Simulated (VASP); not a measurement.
CdSiN2:

```
Cd N Si
1.0
     3.14807    0.00000    0.00000
     0.00000    3.14807    0.00000
     0.00000    0.00000    5.11023
Cd N Si
1 2 1
Cartesian
  0.0000 0.0000 0.0000
  0.0000 1.5740 1.6481
  1.5740 0.0000 3.4621
  1.5740 1.5740 2.5551
```

This cell differs from its parent crystal: biaxial xy strain +3.8%.

Base run:

```yaml
Program: VASP 6.6.1
Functional: r2SCAN
Potentials_or_basis: VASP PAW PBE potentials, release 64 (Cd, N, Si)
Cutoff: 520 eV
k_mesh: 8 × 8 × 6
Occupations: gaussian, width 0.01 eV
Spin: no spin polarisation
```

Its results: band gap on the k mesh 1.18 eV, direct; pressure -11.4 GPa; largest force 0.086 eV/Å.

The run is repeated on the same cell with these changes: functional from r2SCAN to HSE06; k mesh from 8 × 8 × 6 to 6 × 6 × 4. What comes out?

Band gap on the k mesh 1.99 eV, direct; pressure -12.5 GPa; largest force 0.014 eV/Å.

Several settings changed at once, so the effect can't be laid on one alone.

Caveats: the PAW data sets were made with another functional, which shifts forces and pressure a little.

A k mesh can miss the band edges.
